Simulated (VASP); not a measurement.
# ZrGe2Pd3 (P4mm) in VASP: single point with PBE

Aim: the single point of ZrGe2Pd3 with PBE.

Program: VASP 6.6.1. These are calculated values, not measurements. Logs are shortened: lines on timing, memory, paths and dates and some standing lists are left out, and cuts for length are marked.

## 1. The cell of the first run

It takes space group P4mm (No. 99, tetragonal). Conventional cell: a = 3.157 Å, b = 3.157 Å, c = 9.957 Å, α = 90.00°, β = 90.00°, γ = 90.00°. Zr (site symmetry 4mm) has 5 Ge at 2.93 to 3.49 Å and 5 Pd at 2.94 to 3.18 Å and 4 Zr at 3.16 Å within 3.9 Å. Within 3.4 Å of Ge (site symmetry 4mm) lie 5 Pd at 2.57 to 3.17 Å and 4 Zr at 2.93 Å and 4 Ge at 3.16 Å. Within 3.5 Å of Ge (site symmetry 4mm) lie 9 Pd at 2.63 to 3.29 Å and 4 Ge at 3.16 Å and 1 Zr at 3.49 Å. Pd (site symmetry 4mm) has 5 Ge at 2.63 to 3.17 Å and 9 Pd at 2.93 to 3.16 Å within 3.5 Å. Pd (site symmetry 4mm) has 4 Ge at 2.74 Å and 4 Zr at 2.94 Å and 5 Pd at 2.98 to 3.16 Å within 3.6 Å. Within 3.4 Å of Pd (site symmetry 4mm) lie 5 Ge at 2.57 to 3.29 Å and 8 Pd at 2.93 to 3.16 Å and 1 Zr at 3.18 Å.

The cell was generated, and may not be a known phase.

## 2. Single point, PBE, collinear spin

The input, INCAR:

```
ALGO = Normal
EDIFF = 1E-7
ENCUT = 520
GGA = PE
ISIF = 2
ISMEAR = 0
ISPIN = 2
LASPH = T
LCHARG = F
LMAXMIX = 4
LORBIT = 11
LREAL = F
LWAVE = F
MAGMOM = 1 0 0 1 1 1
NBANDS = 48
NELM = 150
PREC = Accurate
SIGMA = 0.1
```

The input, KPOINTS:

```
k-points
0
Gamma
  6 6 2
```

The input, POSCAR:

```
ZrGe2Pd3
1.0
    3.1571253296      0.0000000000      0.0000000000
    0.0000000000      3.1571253296      0.0000000000
    0.0000000000      0.0000000000      9.9573323113
Zr Ge Pd
1 2 3
Direct
    0.5000000000      0.5000000000      0.1628968751
    0.0000000000      0.0000000000      0.9717135637
    0.5000000000      0.5000000000      0.5135772938
    0.0000000000      0.0000000000      0.6535444662
    0.0000000000      0.0000000000      0.3542943564
    0.5000000000      0.5000000000      0.8439724048
```

Potentials or basis: VASP PAW PBE potentials, release 64 (Zr_sv, Ge_d, Pd).

Started as:

```sh
$ cat potpaw_PBE.64/Zr_sv/POTCAR potpaw_PBE.64/Ge_d/POTCAR potpaw_PBE.64/Pd/POTCAR > POTCAR
$ mpirun -np 1 vasp_std > vasp.out
```

OUTCAR:

```text
EDIFF = 1E-7
   ENCUT = 520
   GGA = PE
   ISIF = 2
   ISMEAR = 0
   ISPIN = 2
   LASPH = T
   LORBIT = 11
   LREAL = F
   NELM = 150
   PREC = Accurate

 ion  position               nearest neighbor table
   1  0.500  0.500  0.163-   2 2.93   2 2.93   2 2.93   2 2.93   5 2.94   5 2.94   5 2.94   5 2.94
                             6 3.18
   2  0.000  0.000  0.972-   6 2.57   6 2.57   6 2.57   6 2.57   1 2.93   1 2.93   1 2.93   1 2.93
                             4 3.17
   3  0.500  0.500  0.514-   4 2.63   4 2.63   4 2.63   4 2.63   5 2.74   5 2.74   5 2.74   5 2.74

   4  0.000  0.000  0.654-   3 2.63   3 2.63   3 2.63   3 2.63   6 2.93   6 2.93   6 2.93   6 2.93
                             5 2.98   2 3.17
   5  0.000  0.000  0.354-   3 2.74   3 2.74   3 2.74   3 2.74   1 2.94   1 2.94   1 2.94   1 2.94
                             4 2.98
   6  0.500  0.500  0.844-   2 2.57   2 2.57   2 2.57   2 2.57   4 2.93   4 2.93   4 2.93   4 2.93
                             1 3.18

  LATTYP: Found a simple tetragonal cell.
 ALAT       =     3.1571253296
 C/A-ratio  =     3.1539236716

  Lattice vectors:

 A1 = (   3.1571253296,   0.0000000000,   0.0000000000)
 A2 = (   0.0000000000,   3.1571253296,   0.0000000000)
 A3 = (   0.0000000000,   0.0000000000,   9.9573323113)

Analysis of symmetry for initial positions (statically):
=====================================================================
 Subroutine PRICEL returns:
 Original cell was already a primitive cell.

 Routine SETGRP: Setting up the symmetry group for a
 simple tetragonal supercell.

 Subroutine GETGRP returns: Found  8 space group operations
 (whereof  8 operations were pure point group operations)
 out of a pool of 16 trial point group operations.

The static configuration has the point symmetry C_4v.

Analysis of symmetry for dynamics (positions and initial velocities):
=====================================================================
 Subroutine PRICEL returns:
 Original cell was already a primitive cell.

 Routine SETGRP: Setting up the symmetry group for a
 simple tetragonal supercell.

 Subroutine GETGRP returns: Found  8 space group operations
 (whereof  8 operations were pure point group operations)
 out of a pool of 16 trial point group operations.

The dynamic configuration has the point symmetry C_4v.

Analysis of structural, dynamic, and magnetic symmetry:
=====================================================================
 Subroutine PRICEL returns:
 Original cell was already a primitive cell.

 Routine SETGRP: Setting up the symmetry group for a
 simple tetragonal supercell.

 Subroutine GETGRP returns: Found  8 space group operations
 (whereof  8 operations were pure point group operations)
 out of a pool of 16 trial point group operations.

The overall configuration has the point symmetry C_4v.

 Subroutine INISYM returns: Found  8 space group operations
 (whereof  8 operations are pure point group operations),
 and found     1 'primitive' translations

----------------------------------------------------------------------------------------

                                     Primitive cell

  volume of cell :      99.2491

  direct lattice vectors                    reciprocal lattice vectors
     3.157125330  0.000000000  0.000000000     0.316743840  0.000000000  0.000000000
     0.000000000  3.157125330  0.000000000     0.000000000  0.316743840  0.000000000
     0.000000000  0.000000000  9.957332311     0.000000000  0.000000000  0.100428505

  length of vectors
     3.157125330  3.157125330  9.957332311     0.316743840  0.316743840  0.100428505

  position of ions in fractional coordinates (direct lattice)
     0.500000000  0.500000000  0.162896875
     0.000000000  0.000000000  0.971713564
     0.500000000  0.500000000  0.513577294
     0.000000000  0.000000000  0.653544466
     0.000000000  0.000000000  0.354294356
     0.500000000  0.500000000  0.843972405

[... 38 lines left out ...]
  0.166667  0.000000  0.000000      4.000000
  0.333333  0.000000  0.000000      4.000000
  0.500000  0.000000  0.000000      2.000000
  0.166667  0.166667  0.000000      4.000000
  0.333333  0.166667  0.000000      8.000000
[... 12 lines left out ...]
  0.500000  0.333333  0.500000      4.000000
  0.500000  0.500000  0.500000      1.000000
   k-points           NKPTS =     20   k-points in BZ     NKDIM =     20   number of bands    NBANDS=     48
   number of dos      NEDOS =    301   number of ions     NIONS =      6
   total plane-waves  NPLWV =  46080
   dimension x,y,z NGX =    24 NGY =   24 NGZ =   80
   dimension x,y,z NGXF=    48 NGYF=   48 NGZF=  160
   ions per type =               1   2   3
   NGX,Y,Z   is equivalent  to a cutoff of  12.64, 12.64, 13.36 a.u.
   NGXF,Y,Z  is equivalent  to a cutoff of  25.28, 25.28, 26.71 a.u.
 SYSTEM =  unknown system
   PREC   = accura    normal or accurate (medium, high low for compatibility)
   ISTART =      0    job   : 0-new  1-cont  2-samecut
   ICHARG =      2    charge: 1-file 2-atom 10-const
   ISPIN  =      2    spin polarized calculation?
   LNONCOLLINEAR =      F non collinear calculations
   LSORBIT =      F    spin-orbit coupling
   LASPH  =      T    aspherical Exc in radial PAW
   ENCUT  =  520.0 eV  38.22 Ry    6.18 a.u.   5.87  5.87 18.51*2*pi/ulx,y,z
   NELM   =    150;   NELMIN=  2; NELMDL= -5     # of ELM steps
   EDIFF  = 0.1E-06   stopping-criterion for ELM
   LREAL  =      F    real-space projection
   EDIFFG = 0.1E-05   stopping-criterion for IOM
   NSW    =      0    number of steps for IOM
   IBRION =     -1    ionic relax: 0-MD 1-quasi-New 2-CG
   NFREE  =      0    steps in history (QN), initial steepest desc. (CG)
   ISIF   =      2    stress and relaxation
   ISYM   =      2    0-nonsym 1-usesym 2-fastsym
   POTIM  = 0.5000    time-step for ionic-motion
   TEBEG  =    0.0;   TEEND  =   0.0 temperature during run
   PSTRESS=    0.0 pullay stress
   NELECT =      70.0000    total number of electrons
   NUPDOWN=      -1.0000    fix difference up-down
   EMIN   =  10.00;   EMAX   =-10.00  energy-range for DOS
   EFERMI =   0.00;   METHOD = LEGACY
   ISMEAR =     0;   SIGMA  =   0.10  broadening in eV -4-tet -1-fermi 0-gaus
   EFERMI_NEDOS =   21; number of points for ismear=-14 and -15
   IALGO  =     38    algorithm
   IMIX   =      4    mixing-type and parameters
     AMIX     =   0.40;   BMIX     =  1.00
     AMIX_MAG =   1.60;   BMIX_MAG =  1.00
  volume/ion in A,a.u.               =      16.54       111.63
  Fermi-wavevector in a.u.,A,eV,Ry     =   1.457243  2.753790 28.892747  2.123557
  Thomas-Fermi vector in A             =   2.574067
   LORBIT       =     11    0 simple, 1 ext, 2 COOP (PROOUT), +10 PAW based schemes
   GGA     = PE    functional components
   LHFCALC =     F    Hartree Fock is set to
   AEXX    =    0.0000 exact exchange contribution
   IVDW    =     0    specifies the selected vdW correction
   LEPSILON=     F    determine dielectric tensor
   LRPA    =     F    only Hartree local field effects (RPA)
 spin polarized calculation
 Gauss-broadening in eV      SIGMA  =   0.10
  energy-cutoff  :      520.00
  volume of cell :       99.25
 maximum number of plane-waves:      2704
 NGX is ok and might be reduce to    24
   NGX = 11   NGY = 11   NGZ = 37

 number of electron      70.0000030 magnetization       0.0003609

 Free energy of the ion-electron system (eV)
  ---------------------------------------------------
  ext. energy  EPLUGINS =         0.00000000
  ---------------------------------------------------
  free energy    TOTEN  =       -35.95189409 eV

  energy without entropy =      -35.93035911  energy(sigma->0) =      -35.94112660

 E-fermi :   9.4447     XC(G=0): -12.3666

 val. band max:        9.3812232397   @ k =   0.3333   0.1667   0.0000
 cond. band min:       9.4575072674   @ k =   0.3333   0.1667   0.0000
 fundamental gap:      0.0762840276
 Fermi energy:         9.4447184600

 spin component 1

 k-point     1 :       0.0000    0.0000    0.0000
  band No.  band energies     occupation
      1     -39.4752      1.00000
      2     -17.6123      1.00000
      3     -17.2022      1.00000
      4     -17.2022      1.00000
      5     -15.4208      1.00000
      6     -15.3715      1.00000
[... 989 lines left out ...]
     46      15.1102      0.00000
     47      16.0386      0.00000
 Fermi energy:         9.4447184600

 spin component 2

 k-point     1 :       0.0000    0.0000    0.0000
  band No.  band energies     occupation
      1     -39.4751      1.00000
      2     -17.6121      1.00000
      3     -17.2020      1.00000
      4     -17.2020      1.00000
      5     -15.4208      1.00000
      6     -15.3715      1.00000
[... 989 lines left out ...]
     46      15.1105      0.00000
     47      16.0386      0.00000
 [bands above 47 left out]

------------------------ aborting loop because EDIFF is reached ----------------------------------------

  FORCE on cell =-STRESS in cart. coord.  units (eV):
  Direction    XX          YY          ZZ          XY          YZ          ZX
  --------------------------------------------------------------------------------------
  -------------------------------------------------------------------------------------
  Total       -0.1031651     -0.1031651     -0.8481393      0.0000000      0.0000000     -0.0000000
  in kB       -1.6653923     -1.6653923    -13.6915029      0.0000000      0.0000000     -0.0000000
  external PRESSURE =      -5.6740958 kB  Pullay stress =       0.0000000 kB

 VOLUME and BASIS-vectors are now :
 -----------------------------------------------------------------------------
  energy-cutoff  :      520.00
  volume of cell :       99.25
      direct lattice vectors                 reciprocal lattice vectors
     3.157125330  0.000000000  0.000000000     0.316743840  0.000000000  0.000000000
     0.000000000  3.157125330  0.000000000     0.000000000  0.316743840  0.000000000
     0.000000000  0.000000000  9.957332311     0.000000000  0.000000000  0.100428505

 POSITION                                       TOTAL-FORCE (eV/Angst)
 -----------------------------------------------------------------------------------
      1.57856      1.57856      1.62202         0.000000     -0.000000     -0.101521
      0.00000      0.00000      9.67567         0.000000     -0.000000      0.074532
      1.57856      1.57856      5.11386         0.000000     -0.000000      0.117807
      0.00000      0.00000      6.50756         0.000000      0.000000     -0.351603
      0.00000      0.00000      3.52783         0.000000      0.000000      0.215849
      1.57856      1.57856      8.40371        -0.000000     -0.000000      0.044936
 -----------------------------------------------------------------------------------
    total drift:                                0.000000     -0.000000      0.000715

  FREE ENERGIE OF THE ION-ELECTRON SYSTEM (eV)
  ---------------------------------------------------
  free  energy   TOTEN  =       -35.9518940860 eV

  energy  without entropy=      -35.9303591066  energy(sigma->0) =      -35.94112660

 total charge

# of ion       s       p       d       tot
------------------------------------------
    1        2.181   5.968   1.644   9.793
    2        1.115   1.182  10.064  12.361
    3        1.141   1.036  10.067  12.244
    4        0.429   0.428   8.597   9.455
    5        0.519   0.447   8.537   9.503
    6        0.444   0.476   8.594   9.513
--------------------------------------------------
tot          5.828   9.537  47.503  62.869

 magnetization (x)

# of ion       s       p       d       tot
------------------------------------------
    1        0.000   0.000   0.000   0.000
    2       -0.000  -0.000   0.000  -0.000
    3       -0.000  -0.000  -0.000  -0.000
    4       -0.000  -0.000  -0.000  -0.000
    5       -0.000   0.000  -0.000  -0.000
    6       -0.000  -0.000  -0.000  -0.000
--------------------------------------------------
tot          0.000  -0.000   0.000   0.000
```

Run time: 3.2 min. Hardware: 1 thread of Intel Xeon Platinum 8259CL at 2.50GHz (Skylake/Cascade Lake), shared host; peak memory 0.33 GiB.

What came out:

| Item | Value |
| --- | --- |
| Free energy | -35.9519 eV |
| Pressure | -0.6 GPa |
| Largest force | 0.352 eV/Å |
| Band gap on the k mesh | zero (filled and empty bands overlap) |
| Net moment | 0.00 μB per cell |
| Valence electrons inside the program's atomic spheres | Zr 9.79; Ge 12.36, 12.24; Pd 9.46, 9.50, 9.51 |

Forces on the atoms (eV/Å):
```
Zr   0.000  0.000 -0.102
Ge   0.000  0.000  0.075
Ge   0.000  0.000  0.118
Pd   0.000  0.000 -0.352
Pd   0.000  0.000  0.216
Pd   0.000  0.000  0.045
```

Stress tensor (GPa, compression positive):
```
-0.17  0.00  0.00
 0.00 -0.17  0.00
 0.00  0.00 -1.37
```

The gap in the log of VASP goes by the Fermi energy; the results here count the filled bands.